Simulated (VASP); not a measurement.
# AlAs (F-43m) in VASP: a series of runs

The runs below take AlAs through relaxation of cell and atoms, single point, with LDA.

All numbers are computed with VASP 6.6.1; they aren't measurements. Logs are shortened: lines on timing, memory, paths and dates and some standing lists are left out, and cuts for length are marked.

### Step 1. The cell of the first run

Symmetry: F-43m, No. 216, cubic system. Conventional cell: a = 5.561 Å, b = 5.561 Å, c = 5.561 Å, α = 90.00°, β = 90.00°, γ = 90.00°. Al (site symmetry -43m) has 4 As at 2.41 Å within 3.2 Å. As (site symmetry -43m) has 4 Al at 2.41 Å within 3.2 Å.

### Step 2. Relaxation of cell and atoms, LDA, target pressure 8 GPa, at which the enthalpy is minimised

Contents of INCAR:

```
SYSTEM = AlAs
  PREC = Accurate
  ENCUT = 500
  EDIFF = 1E-7
  ISMEAR = 0
  SIGMA = 0.01
  LREAL = .False.
  LASPH = .True.
  NELM = 120
  ALGO = Normal
  ISIF = 3
  LWAVE = .False.
  LCHARG = .False.
  GGA = CA
  IBRION = 2
  NSW = 80
  EDIFFG = -0.001
  PSTRESS = 80.0
  GGA_COMPAT = .False.
  NELMIN = 4
```

Contents of KPOINTS:

```
regular mesh
0
Gamma
  8 8 8
  0 0 0
```

Contents of POSCAR:

```
AlAs
1.0
    0.0000000000      2.7802648896      2.7802648896
    2.7802648896      0.0000000000      2.7802648896
    2.7802648896      2.7802648896      0.0000000000
Al As
1 1
Direct
    0.0000000000      0.0000000000      0.0000000000
    0.7500000000      0.7500000000      0.7500000000
```

Potentials or basis: VASP PAW LDA potentials, release 64 (Al, As).

On the command line:

```
$ cat potpaw_LDA.64/Al/POTCAR potpaw_LDA.64/As/POTCAR > POTCAR
$ mpirun -np 1 vasp_std > vasp.out
```

OUTCAR:

```text
SYSTEM = AlAs
   PREC = Accurate
   ENCUT = 500
   EDIFF = 1E-7
   ISMEAR = 0
   LREAL = .False.
   LASPH = .True.
   NELM = 120
   ISIF = 3
   GGA = CA
   IBRION = 2
   NSW = 80
   EDIFFG = -0.001
   PSTRESS = 80.0
   NELMIN = 4

 ion  position               nearest neighbor table
   1  0.000  0.000  0.000-   2 2.41   2 2.41   2 2.41   2 2.41
   2  0.750  0.750  0.750-   1 2.41   1 2.41   1 2.41   1 2.41

  LATTYP: Found a face centered cubic cell.
 ALAT       =     5.5605297792

  Lattice vectors:

 A1 = (   0.0000000000,   2.7802648896,   2.7802648896)
 A2 = (   2.7802648896,   0.0000000000,   2.7802648896)
 A3 = (   2.7802648896,   2.7802648896,   0.0000000000)

Analysis of symmetry for initial positions (statically):
=====================================================================
 Subroutine PRICEL returns:
 Original cell was already a primitive cell.

 Routine SETGRP: Setting up the symmetry group for a
 face centered cubic supercell.

 Subroutine GETGRP returns: Found 24 space group operations
 (whereof 24 operations were pure point group operations)
 out of a pool of 48 trial point group operations.

The static configuration has the point symmetry T_d .

Analysis of symmetry for dynamics (positions and initial velocities):
=====================================================================
 Subroutine PRICEL returns:
 Original cell was already a primitive cell.

 Routine SETGRP: Setting up the symmetry group for a
 face centered cubic supercell.

 Subroutine GETGRP returns: Found 24 space group operations
 (whereof 24 operations were pure point group operations)
 out of a pool of 48 trial point group operations.

The dynamic configuration has the point symmetry T_d .

 Subroutine INISYM returns: Found 24 space group operations
 (whereof 24 operations are pure point group operations),
 and found     1 'primitive' translations

----------------------------------------------------------------------------------------

                                     Primitive cell

  volume of cell :      42.9822

  direct lattice vectors                    reciprocal lattice vectors
     0.000000000  2.780264890  2.780264890    -0.179838979  0.179838979  0.179838979
     2.780264890  0.000000000  2.780264890     0.179838979 -0.179838979  0.179838979
     2.780264890  2.780264890  0.000000000     0.179838979  0.179838979 -0.179838979

  length of vectors
     3.931888314  3.931888314  3.931888314     0.311490249  0.311490249  0.311490249

  position of ions in fractional coordinates (direct lattice)
     0.000000000  0.000000000  0.000000000
     0.750000000  0.750000000  0.750000000

  ion indices of the primitive-cell ions
   primitive index   ion index
                 1           1
                 2           2

----------------------------------------------------------------------------------------

 KPOINTS: regular mesh

Automatic generation of k-mesh.
 Grid dimensions read from file:
 generate k-points for:    8    8    8

 Generating k-lattice:

  Cartesian coordinates                     Fractional coordinates (reciprocal lattice)
    -0.022479872  0.022479872  0.022479872     0.125000000  0.000000000  0.000000000
     0.022479872 -0.022479872  0.022479872     0.000000000  0.125000000  0.000000000
     0.022479872  0.022479872 -0.022479872     0.000000000  0.000000000  0.125000000

  Length of vectors
     0.038936281  0.038936281  0.038936281

  Shift w.r.t. Gamma in fractional coordinates (k-lattice)
     0.000000000  0.000000000  0.000000000

 Subroutine IBZKPT returns following result:
 ===========================================

 Found     29 irreducible k-points:

 Following reciprocal coordinates:
            Coordinates               Weight
  0.000000  0.000000  0.000000      1.000000
  0.125000  0.000000  0.000000      8.000000
  0.250000  0.000000  0.000000      8.000000
  0.375000  0.000000  0.000000      8.000000
  0.500000  0.000000  0.000000      4.000000
  0.125000  0.125000  0.000000      6.000000
[... 16 lines left out ...]
  0.500000  0.250000  0.125000     48.000000
 -0.375000  0.250000  0.125000     24.000000
 [... further k-points ...]
   k-points           NKPTS =     29   k-points in BZ     NKDIM =     29   number of bands    NBANDS=      8
   number of dos      NEDOS =    301   number of ions     NIONS =      2
   total plane-waves  NPLWV =  27000
   dimension x,y,z NGX =    30 NGY =   30 NGZ =   30
   dimension x,y,z NGXF=    60 NGYF=   60 NGZF=   60
   ions per type =               1   1
   NGX,Y,Z   is equivalent  to a cutoff of  12.68, 12.68, 12.68 a.u.
   NGXF,Y,Z  is equivalent  to a cutoff of  25.37, 25.37, 25.37 a.u.
 SYSTEM =  AlAs
   PREC   = accura    normal or accurate (medium, high low for compatibility)
   ISTART =      0    job   : 0-new  1-cont  2-samecut
   ICHARG =      2    charge: 1-file 2-atom 10-const
   ISPIN  =      1    spin polarized calculation?
   LNONCOLLINEAR =      F non collinear calculations
   LSORBIT =      F    spin-orbit coupling
   LASPH  =      T    aspherical Exc in radial PAW
   ENCUT  =  500.0 eV  36.75 Ry    6.06 a.u.   7.17  7.17  7.17*2*pi/ulx,y,z
   NELM   =    120;   NELMIN=  4; NELMDL= -5     # of ELM steps
   EDIFF  = 0.1E-06   stopping-criterion for ELM
   LREAL  =      F    real-space projection
   EDIFFG = -.1E-02   stopping-criterion for IOM
   NSW    =     80    number of steps for IOM
   IBRION =      2    ionic relax: 0-MD 1-quasi-New 2-CG
   NFREE  =      1    steps in history (QN), initial steepest desc. (CG)
   ISIF   =      3    stress and relaxation
   ISYM   =      2    0-nonsym 1-usesym 2-fastsym
   POTIM  = 0.5000    time-step for ionic-motion
   TEBEG  =    0.0;   TEEND  =   0.0 temperature during run
   PSTRESS=   80.0 pullay stress
   NELECT =       8.0000    total number of electrons
   NUPDOWN=      -1.0000    fix difference up-down
   EMIN   =  10.00;   EMAX   =-10.00  energy-range for DOS
   EFERMI =   0.00;   METHOD = LEGACY
   ISMEAR =     0;   SIGMA  =   0.01  broadening in eV -4-tet -1-fermi 0-gaus
   EFERMI_NEDOS =   21; number of points for ismear=-14 and -15
   IALGO  =     38    algorithm
   IMIX   =      4    mixing-type and parameters
     AMIX     =   0.40;   BMIX     =  1.00
     AMIX_MAG =   1.60;   BMIX_MAG =  1.00
  volume/ion in A,a.u.               =      21.49       145.03
  Fermi-wavevector in a.u.,A,eV,Ry     =   0.934707  1.766339 11.887090  0.873676
  Thomas-Fermi vector in A             =   2.061539
   LORBIT       =      0    0 simple, 1 ext, 2 COOP (PROOUT), +10 PAW based schemes
   GGA     = CA    functional components
   LHFCALC =     F    Hartree Fock is set to
   AEXX    =    0.0000 exact exchange contribution
   IVDW    =     0    specifies the selected vdW correction
   LEPSILON=     F    determine dielectric tensor
   LRPA    =     F    only Hartree local field effects (RPA)
 conjugate gradient relaxation of ions
 non-spin polarized calculation
 Gauss-broadening in eV      SIGMA  =   0.01
  energy-cutoff  :      500.00
  volume of cell :       42.98
 maximum number of plane-waves:      1106
 NGX is ok and might be reduce to    30
   NGX = 15   NGY = 15   NGZ = 15

--------------------------------------- Ionic step        1  -------------------------------------------

 number of electron       8.0000001 magnetization

 Free energy of the ion-electron system (eV)
  ---------------------------------------------------
  ext. energy  EPLUGINS =         0.00000000
  ---------------------------------------------------
  free energy    TOTEN  =       -10.49542100 eV

  energy without entropy =      -10.49542100  energy(sigma->0) =      -10.49542100

------------------------ aborting loop because EDIFF is reached ----------------------------------------

  FORCE on cell =-STRESS in cart. coord.  units (eV):
  Direction    XX          YY          ZZ          XY          YZ          ZX
  --------------------------------------------------------------------------------------
  -------------------------------------------------------------------------------------
  Total        0.9163835      0.9163835      0.9163835      0.0000000     -0.0000000     -0.0000000
  in kB       34.1585419     34.1585419     34.1585419      0.0000000     -0.0000000     -0.0000000
  external PRESSURE =     -45.8414581 kB  Pullay stress =      80.0000000 kB
[... 175 lines left out ...]
  enthalpy is  TOTEN    =        -8.3781231241 eV   P V=        2.0499436032

--------------------------------------- Ionic step        6  -------------------------------------------

 number of electron       7.9999999 magnetization

 Free energy of the ion-electron system (eV)
  ---------------------------------------------------
  ext. energy  EPLUGINS =         0.00000000
  ---------------------------------------------------
  free energy    TOTEN  =       -10.42708811 eV

  energy without entropy =      -10.42708811  energy(sigma->0) =      -10.42708811

 E-fermi :   4.7248     XC(G=0):  -9.6631

 val. band max:        4.6848682232   @ k =   0.0000   0.0000   0.0000
 cond. band min:       5.8400685174   @ k =   0.5000   0.5000   0.0000
 fundamental gap:      1.1552002942
 Fermi energy:         4.7248455038

 k-point     1 :       0.0000    0.0000    0.0000
  band No.  band energies     occupation
      1      -7.8004      2.00000
      2       4.6849      2.00000
      3       4.6849      2.00000
      4       4.6849      2.00000
      5       7.3821      0.00000
      6       9.1027      0.00000
      7       9.1027      0.00000
      8       9.1027      0.00000
[... 243 lines left out ...]
 k-point    24 :      -0.3750    0.2500    0.1250
  band No.  band energies     occupation
      1      -5.8343      2.00000
      2      -0.9925      2.00000
      3       1.7170      2.00000
      4       2.9588      2.00000
      5       8.4589      0.00000
      6       8.9927      0.00000
      7      11.7018      0.00000
      8      12.6552      0.00000

 [... further k-points ...]

------------------------ aborting loop because EDIFF is reached ----------------------------------------

  FORCE on cell =-STRESS in cart. coord.  units (eV):
  Direction    XX          YY          ZZ          XY          YZ          ZX
  --------------------------------------------------------------------------------------
  -------------------------------------------------------------------------------------
  Total        2.0485933      2.0485933      2.0485933      0.0000000      0.0000000     -0.0000000
  in kB       79.9856100     79.9856100     79.9856100      0.0000000      0.0000000     -0.0000000
  external PRESSURE =      -0.0143900 kB  Pullay stress =      80.0000000 kB
[... 17 lines left out ...]
  FREE ENERGIE OF THE ION-ELECTRON SYSTEM (eV)
  ---------------------------------------------------
  free  energy   TOTEN  =       -10.4270881075 eV

  energy  without entropy=      -10.4270881075  energy(sigma->0) =      -10.42708811

  enthalpy is  TOTEN    =        -8.3781262871 eV   P V=        2.0489618204

 reached required accuracy - stopping structural energy minimisation
```

It took 20 s on 1 thread of Intel Xeon Platinum 8488C (Sapphire Rapids), shared host; peak memory 0.15 GiB.

What came out:

```yaml
Free_energy: -10.4271 eV
Relaxed_volume: 20.52 Å³/atom
Relaxed_cell: a = 3.872 Å, b = 3.872 Å, c = 3.872 Å, α = 60.00°, β = 60.00°, γ = 60.00°
Space_group_after_relaxing_to_0.1_Å: F-43m (No. 216)
Energy_change_on_relaxing_the_run_minimises_the_enthalpy: +34.2 meV/atom
Ionic_steps: 6
Pressure_after_relaxing: 8.0 GPa
Band_gap_on_the_k_mesh: 1.16 eV (least direct gap 2.70 eV)
```

Step by step:
```tsv
step	energy change (eV)	largest force (eV/Å)	pressure (GPa)	volume (Å³)
1	0.0000	0.0000	3.42	42.98
2	0.1840	0.0000	13.16	39.27
3	0.0676	0.0000	7.96	41.05
4	0.0695	0.0000	8.06	41.01
5	0.0674	0.0000	7.95	41.05
6	0.0683	0.0000	8.00	41.04
```

Final structure:
```cif
data_structure
_symmetry_space_group_name_H-M 'P 1'
_symmetry_Int_Tables_number 1
_cell_length_a 3.8716
_cell_length_b 3.8716
_cell_length_c 3.8716
_cell_angle_alpha 60.000
_cell_angle_beta 60.000
_cell_angle_gamma 60.000
_cell_volume 41.04
loop_
_atom_site_label
_atom_site_type_symbol
_atom_site_fract_x
_atom_site_fract_y
_atom_site_fract_z
_atom_site_occupancy
Al1 Al 0.00000 0.00000 0.00000 1
As1 As 0.75000 0.75000 0.75000 1
```

Caveat: the cell is relaxed towards a set pressure, so the run minimises the enthalpy, not the energy.

### Step 3. Relaxation of cell and atoms, LDA, target pressure 8 GPa, at which the enthalpy is minimised

Contents of INCAR:

```
ALGO = Normal
EDIFF = 1E-7
EDIFFG = -0.001
ENCUT = 500
GGA = CA
GGA_COMPAT = F
IBRION = 2
ISIF = 3
ISMEAR = 0
LASPH = T
LCHARG = F
LREAL = F
LWAVE = F
NELM = 120
NELMIN = 4
NSW = 80
PREC = Accurate
PSTRESS = 80.0
SIGMA = 0.01
```

Contents of KPOINTS:

```
k-points
0
Gamma
  8 8 8
```

POSCAR is that of step 2.

Potentials or basis: VASP PAW LDA potentials, release 64 (Al, As).

On the command line:

```
$ cat potpaw_LDA.64/Al/POTCAR potpaw_LDA.64/As/POTCAR > POTCAR
$ mpirun -np 1 vasp_std > vasp.out
```

Wall time 20 s (1 thread of Intel Xeon Platinum 8488C (Sapphire Rapids), shared host); peak memory 0.15 GiB.

It converged, with:

```yaml
Free_energy: -10.4271 eV
Relaxed_volume: 20.52 Å³/atom
Relaxed_cell: a = 3.872 Å, b = 3.872 Å, c = 3.872 Å, α = 60.00°, β = 60.00°, γ = 60.00°
Space_group_after_relaxing_to_0.1_Å: F-43m (No. 216)
Energy_change_on_relaxing_the_run_minimises_the_enthalpy: +34.2 meV/atom
Ionic_steps: 6
Pressure_after_relaxing: 8.0 GPa
Band_gap_on_the_k_mesh: 1.16 eV (least direct gap 2.70 eV)
```

The path:
| step | energy change (eV) | largest force (eV/Å) | pressure (GPa) | volume (Å³) |
| --- | --- | --- | --- | --- |
| 1 | 0.0000 | 0.0000 | 3.42 | 42.98 |
| 2 | 0.1840 | 0.0000 | 13.16 | 39.27 |
| 3 | 0.0676 | 0.0000 | 7.96 | 41.05 |
| 4 | 0.0695 | 0.0000 | 8.06 | 41.01 |
| 5 | 0.0674 | 0.0000 | 7.95 | 41.05 |
| 6 | 0.0683 | 0.0000 | 8.00 | 41.04 |

Final structure:
```yaml
crystal:
  lattice:
    - [0.00000, 2.73763, 2.73763]
    - [2.73763, 0.00000, 2.73763]
    - [2.73763, 2.73763, 0.00000]
  atoms:
    - { symbol: Al, position: [0.00000, 0.00000, 0.00000] }
    - { symbol: As, position: [0.75000, 0.75000, 0.75000] }
```

Levels at points of the mesh, in eV from the valence-band top:
```tsv
k point	band 1	band 2	band 3	band 4	band 5	band 6	band 7	band 8
(0.00, 0.00, 0.00)	-12.49	0.00	0.00	0.00	2.70	4.42	4.42	4.42
(0.50, 0.00, 0.00)	-10.83	-6.07	-0.90	-0.90	2.41	4.70	4.70	7.77
(0.50, 0.50, 0.00)	-10.18	-5.82	-2.41	-2.41	1.16	2.20	10.97	10.97
```

Caveat: the cell is relaxed towards a set pressure, so the run minimises the enthalpy, not the energy.

### Step 4. Relaxation of cell and atoms, LDA, target pressure 3 GPa, at which the enthalpy is minimised

This run uses another cell than the first one, of 22.30 Å³/atom.

Contents of INCAR:

```
ALGO = Normal ; EDIFF = 1E-7
EDIFFG = -0.001 ; ENCUT = 500
GGA_COMPAT = False ; IBRION = 2
ISIF = 3 ; ISMEAR = 0
LASPH = True ; LCHARG = False
LREAL = False ; LWAVE = False
NELM = 120 ; NELMIN = 4
NSW = 80 ; PREC = Accurate
PSTRESS = 30.0 ; SIGMA = 0.01
```

KPOINTS is that of step 3.

Contents of POSCAR:

```
AlAs
1.0
    0.0000000000      2.8145444734      2.8145444734
    2.8145444734      0.0000000000      2.8145444734
    2.8145444734      2.8145444734      0.0000000000
Al As
1 1
Direct
    0.0000000000      0.0000000000      0.0000000000
    0.7500000000      0.7500000000      0.7500000000
```

On the command line:

```
$ cat potpaw_LDA.64/Al/POTCAR potpaw_LDA.64/As/POTCAR > POTCAR
$ mpirun -np 1 vasp_std > vasp.out
```

It took 14 s on 1 thread of Intel Xeon Platinum 8488C (Sapphire Rapids), shared host; peak memory 0.15 GiB.

Results (log left out):

```
Free energy                                                : -10.4996 eV
Relaxed volume                                             : 21.59 Å³/atom
Relaxed cell                                               : a = 3.938 Å, b = 3.938 Å, c = 3.938 Å, α = 60.00°, β = 60.00°, γ = 60.00°
Space group after relaxing (to 0.1 Å)                      : F-43m (No. 216)
Energy change on relaxing (the run minimises the enthalpy) : +7.2 meV/atom
Ionic steps                                                : 3
Pressure after relaxing                                    : 3.0 GPa
Band gap on the k mesh                                     : 1.25 eV (least direct gap 2.27 eV)
```

The path:
| step | energy change (eV) | largest force (eV/Å) | pressure (GPa) | volume (Å³) |
| --- | --- | --- | --- | --- |
| 1 | 0.0000 | 0.0000 | 0.35 | 44.59 |
| 2 | 0.0376 | 0.0000 | 5.02 | 42.25 |
| 3 | 0.0143 | 0.0000 | 2.99 | 43.19 |

Final structure:
```
Al As
1.0
     0.00000    2.78471    2.78471
     2.78471    0.00000    2.78471
     2.78471    2.78471    0.00000
Al As
1 1
Direct
  0.00000 0.00000 0.00000
  0.75000 0.75000 0.75000
```

Levels at points of the mesh, in eV from the valence-band top:
```
           k point  band 1  band 2  band 3  band 4  band 5  band 6  band 7  band 8
(0.00, 0.00, 0.00)  -12.17    0.00    0.00    0.00    2.27    4.33    4.33    4.33
(0.50, 0.00, 0.00)  -10.64   -5.82   -0.86   -0.86    2.21    4.67    4.67    7.68
(0.50, 0.50, 0.00)  -10.05   -5.62   -2.29   -2.29    1.25    2.20   10.58   10.58
```

Caveat: the cell is relaxed towards a set pressure, so the run minimises the enthalpy, not the energy. LDA usually gives volumes a few per cent too small.

(Continued in part 2 of 2.)
